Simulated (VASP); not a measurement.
# ZnO (P6_3mc) in VASP: a series of runs

ZnO is run at these levels: r2SCAN+D3(BJ), PBE, PBEsol, PBEsol+D3(BJ); tasks: relaxation of cell and atoms, single point.

Everything below comes from runs of VASP 6.6.1. Logs are shortened: lines on timing, memory, paths and dates and some standing lists are left out, and cuts for length are marked.

## 1. The cell of the first run

The structure is hexagonal, space group P6_3mc (No. 186). Conventional cell: a = 3.249 Å, b = 3.249 Å, c = 5.206 Å, α = 90.00°, β = 90.00°, γ = 120.00°. Within 2.6 Å of Zn (site symmetry 3m) lie 4 O at 1.97 to 1.98 Å. O (site symmetry 3m) has 4 Zn at 1.97 to 1.98 Å within 2.6 Å.

## 2. Relaxation of cell and atoms, r2SCAN+D3(BJ)

POSCAR reads:

```
ZnO
1.0
    3.2493080000      0.0000000000      0.0000000000
   -1.6246540000      2.8139832727      0.0000000000
    0.0000000000      0.0000000000      5.2057090000
Zn O
2 2
Direct
    0.6666666667      0.3333333333      0.0000000000
    0.3333333333      0.6666666667      0.5000000000
    0.3333333333      0.6666666667      0.8790100000
    0.6666666667      0.3333333333      0.3790100000
```

INCAR.step1 reads:

```
PREC = Accurate
ENCUT = 600
ISMEAR = -1
SIGMA = 0.05
LREAL = False
LASPH = True
NELM = 100
GGA = PE
ALGO = Normal
EDIFF = 1E-4
LWAVE = True
LCHARG = False
```

INCAR.step2 reads:

```
PREC = Accurate
ENCUT = 600
EDIFF = 1E-7
ISMEAR = -1
SIGMA = 0.05
LREAL = False
LASPH = True
NELM = 100
ALGO = Normal
ISIF = 3
LWAVE = False
LCHARG = False
METAGGA = R2SCAN
LMIXTAU = True
IVDW = 12
VDW_S6 = 1.0
VDW_S8 = 0.78981345
VDW_A1 = 0.49484001
VDW_A2 = 5.73083694
IBRION = 2
NSW = 60
EDIFFG = -0.01
ISTART = 1
```

KPOINTS reads:

```
Automatic mesh
0
Gamma
  9 9 5
```

Potentials or basis: VASP PAW PBE potentials, release 64 (Zn, O).

Launch:

```
$ cat potpaw_PBE.64/Zn/POTCAR potpaw_PBE.64/O/POTCAR > POTCAR
$ cp INCAR.step1 INCAR
$ mpirun -np 1 vasp_std > vasp.out
$ cp INCAR.step2 INCAR
$ mpirun -np 1 vasp_std > vasp.out
```

OUTCAR:

```text
PREC = Accurate
   ENCUT = 600
   EDIFF = 1E-7
   ISMEAR = -1
   LREAL = False
   LASPH = True
   NELM = 100
   ISIF = 3
   METAGGA = R2SCAN
   IVDW = 12
   IBRION = 2
   NSW = 60
   EDIFFG = -0.01
   ISTART = 1
 IVDW          = 12

 ion  position               nearest neighbor table
   1  0.667  0.333  0.000-   4 1.97   3 1.98   3 1.98   3 1.98
   2  0.333  0.667  0.500-   3 1.97   4 1.98   4 1.98   4 1.98
   3  0.333  0.667  0.879-   2 1.97   1 1.98   1 1.98   1 1.98
   4  0.667  0.333  0.379-   1 1.97   2 1.98   2 1.98   2 1.98

  LATTYP: Found a hexagonal cell.
 ALAT       =     3.2493080000
 C/A-ratio  =     1.6020977390

  Lattice vectors:

 A1 = (   3.2493080000,   0.0000000000,   0.0000000000)
 A2 = (  -1.6246540000,   2.8139832727,   0.0000000000)
 A3 = (   0.0000000000,   0.0000000000,   5.2057090000)

Analysis of symmetry for initial positions (statically):
=====================================================================
 Subroutine PRICEL returns:
 Original cell was already a primitive cell.

 Routine SETGRP: Setting up the symmetry group for a
 hexagonal supercell.

 Subroutine GETGRP returns: Found 12 space group operations
 (whereof  6 operations were pure point group operations)
 out of a pool of 24 trial point group operations.

The static configuration has the point symmetry C_3v.
 The point group associated with its full space group is C_6v.

Analysis of symmetry for dynamics (positions and initial velocities):
=====================================================================
 Subroutine PRICEL returns:
 Original cell was already a primitive cell.

 Routine SETGRP: Setting up the symmetry group for a
 hexagonal supercell.

 Subroutine GETGRP returns: Found 12 space group operations
 (whereof  6 operations were pure point group operations)
 out of a pool of 24 trial point group operations.

The dynamic configuration has the point symmetry C_3v.
 The point group associated with its full space group is C_6v.

 Subroutine INISYM returns: Found 12 space group operations
 (whereof  6 operations are pure point group operations),
 and found     1 'primitive' translations

----------------------------------------------------------------------------------------

                                     Primitive cell

  volume of cell :      47.5984

  direct lattice vectors                    reciprocal lattice vectors
     3.249308000  0.000000000  0.000000000     0.307757836  0.177684070  0.000000000
    -1.624654000  2.813983273  0.000000000     0.000000000  0.355368139  0.000000000
     0.000000000  0.000000000  5.205709000     0.000000000  0.000000000  0.192096792

  length of vectors
     3.249308000  3.249308000  5.205709000     0.355368139  0.355368139  0.192096792

  position of ions in fractional coordinates (direct lattice)
     0.666666667  0.333333333  0.000000000
     0.333333333  0.666666667  0.500000000
     0.333333333  0.666666667  0.879010000
     0.666666667  0.333333333  0.379010000

  ion indices of the primitive-cell ions
   primitive index   ion index
                 1           1
                 2           2
                 3           3
                 4           4

----------------------------------------------------------------------------------------

 KPOINTS: Automatic mesh

Automatic generation of k-mesh.
 Grid dimensions read from file:
 generate k-points for:    9    9    5

 Generating k-lattice:

  Cartesian coordinates                     Fractional coordinates (reciprocal lattice)
     0.034195315  0.019742674  0.000000000     0.111111111  0.000000000  0.000000000
     0.000000000  0.039485349  0.000000000     0.000000000  0.111111111  0.000000000
     0.000000000  0.000000000  0.038419358     0.000000000  0.000000000  0.200000000

  Length of vectors
     0.039485349  0.039485349  0.038419358

  Shift w.r.t. Gamma in fractional coordinates (k-lattice)
     0.000000000  0.000000000  0.000000000

 Subroutine IBZKPT returns following result:
 ===========================================

 Found     36 irreducible k-points:

 Following reciprocal coordinates:
            Coordinates               Weight
  0.000000  0.000000  0.000000      1.000000
  0.111111  0.000000  0.000000      6.000000
  0.222222  0.000000  0.000000      6.000000
  0.333333  0.000000  0.000000      6.000000
  0.444444  0.000000  0.000000      6.000000
  0.111111  0.111111  0.000000      6.000000
[... 16 lines left out ...]
  0.333333  0.222222  0.200000     24.000000
  0.333333  0.333333  0.200000      4.000000
 [... further k-points ...]
   k-points           NKPTS =     36   k-points in BZ     NKDIM =     36   number of bands    NBANDS=     22
   number of dos      NEDOS =    301   number of ions     NIONS =      4
   total plane-waves  NPLWV =  32928
   dimension x,y,z NGX =    28 NGY =   28 NGZ =   42
   dimension x,y,z NGXF=    56 NGYF=   56 NGZF=   84
   ions per type =               2   2
   NGX,Y,Z   is equivalent  to a cutoff of  14.33, 14.33, 13.41 a.u.
   NGXF,Y,Z  is equivalent  to a cutoff of  28.65, 28.65, 26.83 a.u.
 SYSTEM =  unknown system
   PREC   = accura    normal or accurate (medium, high low for compatibility)
   ISTART =      1    job   : 0-new  1-cont  2-samecut
   ICHARG =      0    charge: 1-file 2-atom 10-const
   ISPIN  =      1    spin polarized calculation?
   LNONCOLLINEAR =      F non collinear calculations
   LSORBIT =      F    spin-orbit coupling
   LASPH  =      T    aspherical Exc in radial PAW
   ENCUT  =  600.0 eV  44.10 Ry    6.64 a.u.   6.49  6.49 10.40*2*pi/ulx,y,z
   NELM   =    100;   NELMIN=  2; NELMDL=  0     # of ELM steps
   EDIFF  = 0.1E-06   stopping-criterion for ELM
   LREAL  =      F    real-space projection
   EDIFFG = -.1E-01   stopping-criterion for IOM
   NSW    =     60    number of steps for IOM
   IBRION =      2    ionic relax: 0-MD 1-quasi-New 2-CG
   NFREE  =      1    steps in history (QN), initial steepest desc. (CG)
   ISIF   =      3    stress and relaxation
   ISYM   =      2    0-nonsym 1-usesym 2-fastsym
   POTIM  = 0.5000    time-step for ionic-motion
   TEBEG  =    0.0;   TEEND  =   0.0 temperature during run
   PSTRESS=    0.0 pullay stress
   NELECT =      36.0000    total number of electrons
   NUPDOWN=      -1.0000    fix difference up-down
   EMIN   =  10.00;   EMAX   =-10.00  energy-range for DOS
   EFERMI =   0.00;   METHOD = LEGACY
   ISMEAR =    -1;   SIGMA  =   0.05  broadening in eV -4-tet -1-fermi 0-gaus
   EFERMI_NEDOS =   21; number of points for ismear=-14 and -15
   IALGO  =     38    algorithm
   IMIX   =      4    mixing-type and parameters
     AMIX     =   0.40;   BMIX     =  1.00
     AMIX_MAG =   1.60;   BMIX_MAG =  1.00
  volume/ion in A,a.u.               =      11.90        80.30
  Fermi-wavevector in a.u.,A,eV,Ry     =   1.491574  2.818667 30.270160  2.224794
  Thomas-Fermi vector in A             =   2.604212
   LORBIT       =      0    0 simple, 1 ext, 2 COOP (PROOUT), +10 PAW based schemes
   METAGGA = R2SCAN    functional components
   LHFCALC =     F    Hartree Fock is set to
   AEXX    =    0.0000 exact exchange contribution
   IVDW    =    12    specifies the selected vdW correction
   LEPSILON=     F    determine dielectric tensor
   LRPA    =     F    only Hartree local field effects (RPA)
 conjugate gradient relaxation of ions
 non-spin polarized calculation
  energy-cutoff  :      600.00
  volume of cell :       47.60
 maximum number of plane-waves:      1605
 NGX is ok and might be reduce to    28
   NGX = 13   NGY = 13   NGZ = 21

--------------------------------------- Ionic step        1  -------------------------------------------

 number of electron      36.0000008 magnetization

 Free energy of the ion-electron system (eV)
  ---------------------------------------------------
  ext. energy  EPLUGINS =         0.00000000
  ---------------------------------------------------
  free energy    TOTEN  =       -36.32291432 eV

  energy without entropy =      -36.32291425  energy(sigma->0) =      -36.32291429

------------------------ aborting loop because EDIFF is reached ----------------------------------------

 Edisp (eV)   -0.42307

 E8    (eV) :    -0.1214

  FORCE on cell =-STRESS in cart. coord.  units (eV):
  Direction    XX          YY          ZZ          XY          YZ          ZX
  --------------------------------------------------------------------------------------
  -------------------------------------------------------------------------------------
  Total      -0.70339    -0.70339    -0.25324     0.00000     0.00000     0.00000
  in kB     -23.67646   -23.67646    -8.52428     0.00000     0.00000     0.00000
  external pressure =      -18.63 kB  Pullay stress =        0.00 kB
[... 191 lines left out ...]
  energy  without entropy=      -36.7510765232  energy(sigma->0) =      -36.75107655

--------------------------------------- Ionic step        6  -------------------------------------------

 number of electron      36.0000004 magnetization

 Free energy of the ion-electron system (eV)
  ---------------------------------------------------
  ext. energy  EPLUGINS =         0.00000000
  ---------------------------------------------------
  free energy    TOTEN  =       -36.32236658 eV

  energy without entropy =      -36.32236652  energy(sigma->0) =      -36.32236655

 E-fermi :   1.6271     XC(G=0): -11.7372

 val. band max:        0.9667277928   @ k =   0.0000   0.0000   0.0000
 cond. band min:       2.2114061639   @ k =   0.0000   0.0000   0.0000
 fundamental gap:      1.2446783711
 Fermi energy:         1.6270735235

 k-point     1 :       0.0000    0.0000    0.0000
  band No.  band energies     occupation
      1     -18.2236      2.00000
      2     -17.5184      2.00000
      3      -4.9195      2.00000
      4      -4.9194      2.00000
      5      -4.8593      2.00000
      6      -4.8265      2.00000
[... 574 lines left out ...]
      6      -4.3343      2.00000
[... 14 lines left out ...]
     21       9.5056      0.00000
     22       9.6342      0.00000

 [... further k-points ...]

------------------------ aborting loop because EDIFF is reached ----------------------------------------

 Edisp (eV)   -0.42871

 E8    (eV) :    -0.1231

  FORCE on cell =-STRESS in cart. coord.  units (eV):
  Direction    XX          YY          ZZ          XY          YZ          ZX
  --------------------------------------------------------------------------------------
  -------------------------------------------------------------------------------------
  Total       0.01098     0.01098    -0.00338     0.00000    -0.00000     0.00000
  in kB       0.37456     0.37456    -0.11519     0.00000    -0.00000     0.00000
  external pressure =        0.21 kB  Pullay stress =        0.00 kB
[... 19 lines left out ...]
  FREE ENERGIE OF THE ION-ELECTRON SYSTEM (eV)
  ---------------------------------------------------
  free  energy   TOTEN  =       -36.7510797768 eV

  energy  without entropy=      -36.7510797184  energy(sigma->0) =      -36.75107975

 reached required accuracy - stopping structural energy minimisation
```

It took 22 min on 1 thread of Intel Xeon 8259CL, shared host; peak memory 0.23 GiB.

Results:

```yaml
Free_energy: -36.7511 eV
Relaxed_volume: 11.75 Å³/atom
Relaxed_cell: a = 3.230 Å, b = 3.230 Å, c = 5.199 Å, α = 90.00°, β = 90.00°, γ = 120.00°
Space_group_after_relaxing_to_0.1_Å: P6_3mc (No. 186)
Energy_gained_by_relaxing: 1.3 meV/atom
Ionic_steps: 6
Pressure_after_relaxing: 0.0 GPa
Largest_force_after_relaxing: 0.009 eV/Å
Band_gap_on_the_k_mesh: 1.24 eV
Dispersion_energy_per_atom: -0.107 eV
```

Forces on the atoms (eV/Å):
```
Zn   0.000  0.000  0.009
Zn   0.000  0.000  0.009
O    0.000  0.000 -0.009
O    0.000  0.000 -0.009
```

The path:
| step | energy change (eV) | largest force (eV/Å) | pressure (GPa) | volume (Å³) |
| --- | --- | --- | --- | --- |
| 1 | 0.0000 | 0.0660 | -1.86 | 47.60 |
| 2 | -0.0041 | 0.0278 | 1.12 | 46.65 |
| 3 | -0.0051 | 0.0012 | 0.20 | 46.93 |
| 4 | -0.0051 | 0.0060 | 0.06 | 46.97 |
| 5 | -0.0051 | 0.0047 | 0.10 | 46.96 |
| 6 | -0.0051 | 0.0088 | 0.02 | 46.98 |

Final structure:
```yaml
crystal:
  lattice:
    - [3.23035, 0.00000, 0.00000]
    - [-1.61517, 2.79756, 0.00000]
    - [0.00000, 0.00000, 5.19906]
  atoms:
    - { symbol: Zn, position: [0.66667, 0.33333, 0.99953] }
    - { symbol: Zn, position: [0.33333, 0.66667, 0.49953] }
    - { symbol: O, position: [0.33333, 0.66667, 0.87948] }
    - { symbol: O, position: [0.66667, 0.33333, 0.37948] }
```

Levels at points of the mesh, in eV from the valence-band top:
```
           k point  band 15  band 16  band 17  band 18  band 19  band 20  band 21  band 22
(0.00, 0.00, 0.00)    -0.82    -0.10     0.00     0.00     1.24     5.89     8.86    13.75
```

Caveat: the PAW data sets were made with another functional, which shifts forces and pressure a little.

## 3. Single point, PBE

INCAR reads:

```
PREC = Accurate
ENCUT = 1340
EDIFF = 1E-6
ISMEAR = 0
SIGMA = 0.028999999999999998
LREAL = False
LASPH = True
NELM = 120
ALGO = Normal
ISIF = 2
LWAVE = False
LCHARG = False
GGA = PE
NBANDS = 26
GGA_COMPAT = False
```

KPOINTS is that of step 2.

POSCAR is that of step 2.

Potentials or basis: VASP PAW PBE potentials, release 64 (Zn, O_h).

Launch:

```
$ cat potpaw_PBE.64/Zn/POTCAR potpaw_PBE.64/O_h/POTCAR > POTCAR
$ mpirun -np 1 vasp_std > vasp.out
```

Wall time 71 s (1 thread of Intel Xeon 6975P-C (Granite Rapids), shared host); peak memory 0.4 GiB.

Results (log left out):

```
Free energy            : -17.8372 eV
Pressure               : 5.8 GPa
Largest force          : 0.074 eV/Å
Band gap on the k mesh : 0.79 eV
```

Forces in eV/Å, atoms in the order of the input:
```
Zn   0.000  0.000 -0.074
Zn   0.000  0.000 -0.074
O    0.000  0.000  0.074
O    0.000  0.000  0.074
```

Stress tensor (GPa, compression positive):
```
5.24 0.00 0.00
0.00 5.24 0.00
0.00 0.00 6.99
```

Levels at points of the mesh, in eV from the valence-band top:
| k point | band 14 | band 15 | band 16 | band 17 | band 18 | band 19 | band 20 | band 21 | band 22 | band 23 |
| --- | --- | --- | --- | --- | --- | --- | --- | --- | --- | --- |
| (0.00, 0.00, 0.00) | -0.81 | -0.81 | -0.07 | 0.00 | 0.00 | 0.79 | 5.21 | 8.26 | 12.85 | 12.85 |

Caveat: the cell stands under pressure; semilocal functionals underestimate gaps, and a narrow one can read as zero. PBE gaps usually lie below the measured ones, often by a third to a half.

## 4. Single point, PBE

INCAR reads:

```
  PREC = Accurate
  ENCUT = 1340
  EDIFF = 1E-6
  ISMEAR = 0
  SIGMA = 0.018000000000000002
  LREAL = F
  LASPH = T
  NELM = 120
  ALGO = Normal
  ISIF = 2
  LWAVE = F
  LCHARG = F
  GGA = PE
  NBANDS = 26
  GGA_COMPAT = F
```

KPOINTS reads:

```
regular mesh
0
Gamma
  9 9 5
```

POSCAR is that of step 3.

Launch:

```
$ cat potpaw_PBE.64/Zn/POTCAR potpaw_PBE.64/O_h/POTCAR > POTCAR
$ mpirun -np 1 vasp_std > vasp.out
```

Wall time 2.5 min (1 thread of Intel Xeon Platinum 8259CL at 2.50GHz (Skylake/Cascade Lake), shared host); peak memory 0.4 GiB.

The run converged. Its results:

```yaml
Free_energy: -17.8372 eV
Pressure: 5.8 GPa
Largest_force: 0.074 eV/Å
Band_gap_on_the_k_mesh: 0.79 eV
```

Forces on the atoms (eV/Å):
```
Zn   0.000  0.000 -0.074
Zn   0.000  0.000 -0.074
O    0.000  0.000  0.074
O    0.000  0.000  0.074
```

Stress tensor (GPa, compression positive):
```
5.24 0.00 0.00
0.00 5.24 0.00
0.00 0.00 6.99
```

Levels at points of the mesh, in eV from the valence-band top:
```csv
k point,band 16,band 17,band 18,band 19,band 20,band 21
"(0.00, 0.00, 0.00)",-0.07,0.00,0.00,0.79,5.21,8.26
```

Caveat: the cell stands under pressure; semilocal functionals underestimate gaps, and a narrow one can read as zero.

## 5. Single point, PBEsol

This run uses another cell than the first one, of 11.41 Å³/atom.

INCAR reads:

```
SYSTEM = ZnO
PREC = Accurate
ENCUT = 1340
EDIFF = 1E-6
ISMEAR = -1
SIGMA = 0.05
LREAL = .FALSE.
LASPH = .TRUE.
NELM = 120
ALGO = Normal
ISIF = 2
LWAVE = .FALSE.
LCHARG = .FALSE.
GGA = PS
NBANDS = 26
GGA_COMPAT = .FALSE.
```

KPOINTS reads:

```
regular mesh
0
G
  9 9 5
  0 0 0
```

POSCAR reads:

```
ZnO
1.0
    3.1961161057      0.0000000000      0.0000000000
   -1.5980580528      2.7679177409      0.0000000000
    0.0000000000      0.0000000000      5.1570715289
Zn O
2 2
Direct
    0.6666666667      0.3333333333     -0.0000585220
    0.3333333333      0.6666666667      0.4999414780
    0.3333333333      0.6666666667      0.8790685220
    0.6666666667      0.3333333333      0.3790685220
```

Launch:

```
$ cat potpaw_PBE.64/Zn/POTCAR potpaw_PBE.64/O_h/POTCAR > POTCAR
$ mpirun -np 1 vasp_std > vasp.out
```

It took 3 min on 1 thread of Intel Xeon Platinum 8375C at 2.90GHz (Ice Lake), shared host; peak memory 0.39 GiB.

It converged, with:

```yaml
Free_energy: -19.3899 eV
Pressure: 6.0 GPa
Largest_force: 0.005 eV/Å
Band_gap_on_the_k_mesh: 0.74 eV
```

Forces in eV/Å, atoms in the order of the input:
```
Zn   0.000  0.000  0.005
Zn   0.000  0.000  0.005
O    0.000  0.000 -0.005
O    0.000  0.000 -0.005
```

Levels at points of the mesh, in eV from the valence-band top:
```
           k point  band 15  band 16  band 17  band 18  band 19  band 20  band 21  band 22
(0.00, 0.00, 0.00)    -0.85    -0.11     0.00     0.00     0.74     5.27     8.21    12.99
```

Caveat: the cell stands under pressure; semilocal functionals underestimate gaps, and a narrow one can read as zero; the PAW data sets were made with another functional, which shifts forces and pressure a little.

(Part 1 of 2 ends here.)
